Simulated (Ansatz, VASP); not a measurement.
Nb in VASP and in Ansatz

```
Nb
1.0
    -1.65278    1.65278    1.65278
     1.65278   -1.65278    1.65278
     1.65278    1.65278   -1.65278
Nb
1
Direct
  0.00000 0.00000 0.00000
```

Alike in both runs: task single point; functional LDA; k mesh 11 × 11 × 11; occupations fermi-dirac, width 0.05 eV; no spin polarisation.

```csv
,VASP,Ansatz
version,VASP 6.6.1,Ansatz 0.2.0
potentials or method,"VASP PAW LDA potentials, release 64 (Nb_sv)",Ansatz PAW
plane-wave cutoff (eV),500,420
valence electrons in the cell,13,13
```

Ansatz gave:

| Property | Result |
| --- | --- |
| gap on the k mesh at the Fermi level (eV) | none |
| pressure (GPa) | -8.5 |

Task: Estimate VASP's values.

Result: gap on the k mesh at the Fermi level (eV): none; pressure (GPa): -8.7.

LDA's correlation is that of Perdew and Zunger in VASP and of Perdew and Wang (1992) in Ansatz. A gap of «none» marks a metal or a gap that the smearing closes.
